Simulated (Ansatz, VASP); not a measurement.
## Ir: VASP beside Ansatz

```xyz
4
Lattice="2.7505 0.0000 0.0000 -1.3752 2.3820 0.0000 0.0000 0.0000 8.9854" Properties=species:S:1:pos:R:3 pbc="T T T"
Ir    1.3752    2.3820    8.9854
Ir    1.3752    2.3820    4.4927
Ir    0.0000    1.5880    2.2463
Ir    1.3752    0.7940    6.7390
```

Alike in both runs: functional RPBE; k mesh 13 × 13 × 4; occupations fermi-dirac, width 0.1 eV; no spin polarisation.

Ansatz relaxed the structure, and its values are those at the end. VASP's run is a single point on that final structure, the one shown.

|  | VASP | Ansatz |
| --- | --- | --- |
| version | VASP 6.6.1 | Ansatz 0.2.0 |
| potentials or method | VASP PAW PBE potentials, release 64 (Ir), cutoff 520 eV | plane waves (420 eV) with PAW, scalar-relativistic |
| valence electrons in the cell | 36 | 68 |

|  | VASP | Ansatz | Ansatz less VASP |
| --- | --- | --- | --- |
| pressure (GPa) | 0.3 | 0.0 | -0.34 |

VASP's potentials were made for PBE, not for RPBE. With one functional, cell and mesh, what is left measures potentials, basis and numerics. VASP's potentials hold 36 valence electrons a cell and Ansatz's 68, so a difference there can come from the potentials and not from the codes.

Spin-orbit coupling is off throughout.
